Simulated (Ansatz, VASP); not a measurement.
## WS2: VASP beside Ansatz

File INCAR:

```
PREC = Accurate
ENCUT = 520
EDIFF = 1E-7
ISMEAR = 0
SIGMA = 0.02
LREAL = F
LASPH = T
NELM = 100
ALGO = Normal
ISIF = 2
LWAVE = F
LCHARG = T
LDIPOL = T
IDIPOL = 3
DIPOL = 0.5 0.5 0.500
GGA = PE
IVDW = 12
LELF = T
LVHAR = T
LVACPOTAV = T
NBANDS = 20
```

KPOINTS

```
regular mesh
0
Gamma
  12 12 1
```

POSCAR

```
WS2
1.0
    3.3490000000      0.0000000000      0.0000000000
   -1.6745000000      2.9003190773      0.0000000000
    0.0000000000      0.0000000000     32.2910878415
S W
2 1
Direct
    0.3333333333      0.6666666667      0.4537394868
    0.3333333333      0.6666666667      0.5462727583
    0.6666666667      0.3333333333      0.5000061203
```

Input for Ansatz:

```yaml
crystal:
  lattice:
    - [3.349, 0.0, 0.0]
    - [-1.6745, 2.9003190773, 0.0]
    - [0.0, 0.0, 32.2910878415]
  atoms:
    - { symbol: S, position: [0.3333333333, 0.6666666667, 0.4537394868] }
    - { symbol: W, position: [0.6666666667, 0.3333333333, 0.5000061203] }
    - { symbol: S, position: [0.3333333333, 0.6666666667, 0.5462727583] }
  periodic: [true, true, false]
basis:
  ecutwfc: 420
kpoints:
  mp_grid: { grid: [12, 12, 1] }
hamiltonian:
  xc: pbe
  pseudopotentials: { kind: paw, azcp: { folder: soft_1 } }
  dispersion: d3bj
scf:
  occupations: { method: gaussian, width: 0.02 }
output:
  forces: true
  stress: true
  eigenvalues: true
```

Alike in both runs: task single point; functional PBE; dispersion D3(BJ); k mesh 12 × 12 × 1; occupations gaussian, width 0.02 eV; no spin polarisation.

|  | VASP | Ansatz |
| --- | --- | --- |
| version | VASP 6.6.1 | Ansatz 0.2.0 |
| potentials or method | VASP PAW PBE potentials, release 64 (S, W_sv), cutoff 520 eV | scalar-relativistic, plane waves, PAW |
| valence electrons in the cell | 26 | 26 |

|  | VASP | Ansatz | Ansatz less VASP |
| --- | --- | --- | --- |
| gap on the k mesh at the Fermi level (eV) | 0.56 | 0.55 | -0.012 |
| least direct gap on the mesh (eV) | 1.23 | 1.23 | -0.001 |
| rms of the force components (eV/Å) | 0.184 | 0.184 | -0.0006 |

Neither program's run includes spin-orbit coupling.
